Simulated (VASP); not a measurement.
# Ag4BrCl3 (P1) in VASP: notebook, part 2 of 2

VASP 6.6.1. The steps go on from the part before.

## (3) Single point, PBEsol

INCAR

```
PREC = Accurate
ENCUT = 520
EDIFF = 1E-6
ISMEAR = -1
SIGMA = 0.05
LREAL = Auto
LASPH = True
NELM = 100
ALGO = Normal
ISIF = 2
LWAVE = False
LCHARG = False
GGA = PS
NELECT = 142.0
NBANDS = 86
```

KPOINTS

```
Automatic mesh
0
Gamma
  2 2 1
```

POSCAR

```
Ag4BrCl3
1.0
   11.0362910000      0.0000000000      0.0000000000
    0.0000000000      5.5181450000      0.0000000000
    0.0000000000      0.0000000000      5.5181450000
Cl Br Ag
6 2 8
Direct
    0.2514270000      0.9980500000      0.0001720000
    0.7511420000      0.9975270000      0.0020930000
    0.9949070000      0.5024640000      0.9803120000
    0.9989120000      0.0078570000      0.5030760000
    0.2549360000      0.5004110000      0.5045130000
    0.7533860000      0.5113670000      0.4956080000
    0.5080440000      0.5000220000      0.9842870000
    0.4993890000      0.9966130000      0.5054010000
    0.0000960000      0.0029770000      0.9924560000
    0.5036500000      0.9932330000      0.9880300000
    0.2529770000      0.5000160000      0.9935270000
    0.7411850000      0.5039340000      0.9972720000
    0.2548160000      0.0035530000      0.4917820000
    0.7496220000      0.0044150000      0.4951970000
    0.0012880000      0.4900080000      0.4958850000
    0.5008070000      0.5026520000      0.4923080000
```

Potentials or basis: VASP PAW PBE potentials, release 64 (Cl, Br, Ag).

Launch:

```
> cat potpaw_PBE.64/Cl/POTCAR potpaw_PBE.64/Br/POTCAR potpaw_PBE.64/Ag/POTCAR > POTCAR
> mpirun -np 1 vasp_std > vasp.out
```

OUTCAR:

```text
PREC = Accurate
   ENCUT = 520
   EDIFF = 1E-6
   ISMEAR = -1
   LREAL = Auto
   LASPH = True
   NELM = 100
   ISIF = 2
   GGA = PS
   NELECT = 142.0

 ion  position               nearest neighbor table
   1  0.251  0.998  0.000-  13 2.71  11 2.75  11 2.77   9 2.77  10 2.78  13 2.81
   2  0.751  0.998  0.002-  14 2.72  12 2.73  10 2.73   9 2.75  12 2.80  14 2.80
   3  0.995  0.502  0.980-  15 2.67   9 2.76   9 2.76  12 2.80  15 2.85  11 2.85
[... 584 lines left out ...]
  -------------------------------------------------------------------------------------
  Total      -37.0510625    -39.0823703    -32.8269187      0.0121090      0.0102415      0.1254173
  in kB     -176.6452196   -186.3297144   -156.5061261      0.0577310      0.0488277      0.5979417
  external PRESSURE =    -173.1603534 kB  Pullay stress =       0.0000000 kB

 VOLUME and BASIS-vectors are now :
 -----------------------------------------------------------------------------
  energy-cutoff  :      520.00
  volume of cell :      336.05
      direct lattice vectors                 reciprocal lattice vectors
    11.036291000  0.000000000  0.000000000     0.090610152  0.000000000  0.000000000
     0.000000000  5.518145000  0.000000000     0.000000000  0.181220320  0.000000000
     0.000000000  0.000000000  5.518145000     0.000000000  0.000000000  0.181220320

 POSITION                                       TOTAL-FORCE (eV/Angst)
 -----------------------------------------------------------------------------------
      2.77482      5.50738      0.00095         0.075904      0.081304     -0.086785
      8.28982      5.50450      0.01155        -0.031134      0.119457     -0.098726
     10.98008      2.77267      5.40950         0.105237     -0.157619      0.277575
     11.02428      0.04336      2.77605         0.078877     -0.159629     -0.180921
      2.81355      2.76134      2.78398        -0.125836      0.001944     -0.173867
      8.31459      2.82180      2.73484        -0.330621     -0.157519     -0.008609
[... 8 lines left out ...]
      0.01421      2.70394      2.73637        -0.140581      0.286239     -0.125186
      5.52705      2.77371      2.71663         0.234632     -0.118186     -0.154195
 -----------------------------------------------------------------------------------
    total drift:                               -0.002640     -0.007654      0.018062

  FREE ENERGIE OF THE ION-ELECTRON SYSTEM (eV)
  ---------------------------------------------------
  free  energy   TOTEN  =       -59.2365845396 eV

  energy  without entropy=      -59.2230509511  energy(sigma->0) =      -59.22981775
```

stdout:

```text
POSCAR found type information on POSCAR ClBrAg
 POSCAR found :  3 types and      16 ions
 scaLAPACK will be used
 -----------------------------------------------------------------------------
|                                                                             |
|                                                                             |
[... 22 lines left out ...]
|                                                                             |
 -----------------------------------------------------------------------------

 POSCAR, INCAR and KPOINTS ok, starting setup
 FFT: planning ... GRIDC
 FFT: planning ... GRID_SOFT
 FFT: planning ... GRID
 WAVECAR not read
 entering main loop
 the old and the new charge density differ
 old charge density:   144.00000 new  142.00000
    0.225E+01
```

Wall time 96 s (1 thread of Intel Xeon 6975P-C (Granite Rapids), shared host); peak memory 0.39 GiB.

What came out:

| Item | Value |
| --- | --- |
| Free energy | -59.2366 eV |
| Largest force | 1.067 eV/Å |

Forces in eV/Å, atoms in the order of the input:
```
Cl   0.076  0.081 -0.087
Cl  -0.031  0.119 -0.099
Cl   0.105 -0.158  0.278
Cl   0.079 -0.160 -0.181
Cl  -0.126  0.002 -0.174
Cl  -0.331 -0.158 -0.009
Br  -0.661 -0.081  0.278
Br   0.242  0.074 -0.451
Ag  -0.040  0.052  0.091
Ag  -0.151  0.169  0.391
Ag  -0.167 -0.009  0.093
Ag   1.066  0.037 -0.027
Ag  -0.420 -0.085  0.107
Ag   0.264 -0.052  0.069
Ag  -0.141  0.286 -0.125
Ag   0.235 -0.118 -0.154
```

Caveat: the k points lie up to 1.14 Å⁻¹ apart, too coarse for converged energies and pressures of a metal; the cell carries a net charge on a neutralising background, which shifts energy and pressure; the cell is charged against a uniform background, so pressure and absolute levels hang on convention; the PAW data sets were made with another functional, which shifts forces and pressure a little.

## (4) Single point, PBEsol

INCAR

```
ALGO = Normal
EDIFF = 1E-6
ENCUT = 520
GGA = PS
ISIF = 2
ISMEAR = -1
LASPH = T
LCHARG = T
LELF = T
LREAL = Auto
LVHAR = T
LWAVE = F
NBANDS = 86
NELM = 80
PREC = Accurate
SIGMA = 0.05
```

KPOINTS

```
Automatic mesh
0
Gamma
  2 2 2
  0.5 0.5 0.5
```

POSCAR is that of step 3.

Launch:

```
> cat potpaw_PBE.64/Cl/POTCAR potpaw_PBE.64/Br/POTCAR potpaw_PBE.64/Ag/POTCAR > POTCAR
> mpirun -np 1 vasp_std > vasp.out
```

Run time: 1.7 min. Hardware: 1 thread of Intel Xeon 6975P-C (Granite Rapids), shared host; peak memory 0.4 GiB.

The run converged. Its results:

| Quantity | Value |
| --- | --- |
| Free energy | -47.3862 eV |
| Pressure | -0.1 GPa |
| Largest force | 0.739 eV/Å |
| Band gap on the k mesh | 3.00 eV |

Forces in eV/Å, atoms in the order of the input:
```
Cl  -0.118  0.029 -0.016
Cl   0.130  0.107 -0.039
Cl   0.088  0.011  0.237
Cl   0.107 -0.149 -0.147
Cl  -0.214  0.021 -0.152
Cl   0.048 -0.109 -0.029
Br  -0.570 -0.160  0.262
Br   0.116  0.149 -0.370
Ag   0.002 -0.017  0.078
Ag  -0.042  0.126  0.310
Ag  -0.209 -0.012  0.078
Ag   0.737 -0.050  0.006
Ag  -0.352 -0.019  0.040
Ag   0.202  0.050  0.037
Ag   0.009  0.138 -0.120
Ag   0.067 -0.114 -0.173
```

Stress tensor (GPa, compression positive):
```
-0.67  0.00  0.06
 0.00  0.20  0.01
 0.06  0.01  0.30
```

Levels at points of the mesh, in eV from the valence-band top:
```tsv
k point	band 68	band 69	band 70	band 71	band 72	band 73	band 74	band 75	band 76	band 77
(0.25, 0.25, 0.25)	-0.29	-0.26	-0.25	-0.15	0.00	3.00	3.79	3.82	3.88	3.95
```

Caveat: the k points lie up to 0.57 Å⁻¹ apart; the PAW data sets were made with another functional, which shifts forces and pressure a little; a shifted mesh leaves out Γ, where band edges can lie. A k mesh can miss the band edges.

## (5) Single point, RPBE

INCAR

```
  ALGO = Normal
  EDIFF = 1E-6
  ENCUT = 520
  GGA = RP
  ISIF = 2
  ISMEAR = -1
  LASPH = True
  LCHARG = False
  LREAL = Auto
  LWAVE = False
  NBANDS = 86
  NELM = 100
  PREC = Accurate
  SIGMA = 0.05
```

KPOINTS is that of step 4.

POSCAR is that of step 4.

Launch:

```
> cat potpaw_PBE.64/Cl/POTCAR potpaw_PBE.64/Br/POTCAR potpaw_PBE.64/Ag/POTCAR > POTCAR
> mpirun -np 1 vasp_std > vasp.out
```

It took 1.9 min on 1 thread of Intel Xeon 6975P-C (Granite Rapids), shared host; peak memory 0.4 GiB.

The run converged. Its results:

| Quantity | Value |
| --- | --- |
| Free energy | -35.5215 eV |
| Pressure | 7.6 GPa |
| Largest force | 0.838 eV/Å |
| Band gap on the k mesh | 3.26 eV |

Forces on the atoms (eV/Å):
```
Cl  -0.129  0.034 -0.034
Cl   0.155  0.133 -0.055
Cl   0.100  0.022  0.295
Cl   0.135 -0.216 -0.188
Cl  -0.255  0.036 -0.188
Cl   0.054 -0.129 -0.025
Br  -0.667 -0.197  0.298
Br   0.134  0.177 -0.437
Ag   0.018 -0.023  0.124
Ag  -0.062  0.154  0.382
Ag  -0.242 -0.020  0.125
Ag   0.835 -0.079  0.008
Ag  -0.419 -0.028  0.054
Ag   0.215  0.082  0.056
Ag   0.041  0.196 -0.191
Ag   0.084 -0.141 -0.224
```

Stress tensor (GPa, compression positive):
```
7.09 0.00 0.06
0.00 7.83 0.01
0.06 0.01 7.94
```

Levels at points of the mesh, in eV from the valence-band top:
```
           k point  band 68  band 69  band 70  band 71  band 72  band 73  band 74  band 75  band 76  band 77
(0.25, 0.25, 0.25)    -0.27    -0.26    -0.24    -0.14     0.00     3.26     4.02     4.04     4.10     4.19
```

Caveat: the k points lie up to 0.57 Å⁻¹ apart; the PAW data sets were made with another functional, which shifts forces and pressure a little; a shifted mesh leaves out Γ, where band edges can lie.

## (6) Overview

```csv
level,k mesh,gap on the mesh (eV),pressure (GPa),largest force (eV/Å)
revPBE,"1 × 1 × 1, shifted",-,20.1,0.64
PBEsol,"2 × 2 × 2, shifted",3.00,-0.1,0.74
RPBE,"2 × 2 × 2, shifted",3.26,7.6,0.84
```

Alike in all rows: task single point; potentials or basis VASP PAW PBE potentials, release 64 (Cl, Br, Ag); no spin polarisation; cell as given; cutoff (eV) 520; smearing fermi-dirac 0.05 eV.

Caveats: all runs use coarse meshes; the PAW data sets were made with another functional, which shifts forces and pressure a little; a shifted mesh leaves out Γ, where band edges can lie (at least some runs).

Total energies depend on the potentials used, so only differences within one code and one set of settings carry meaning.
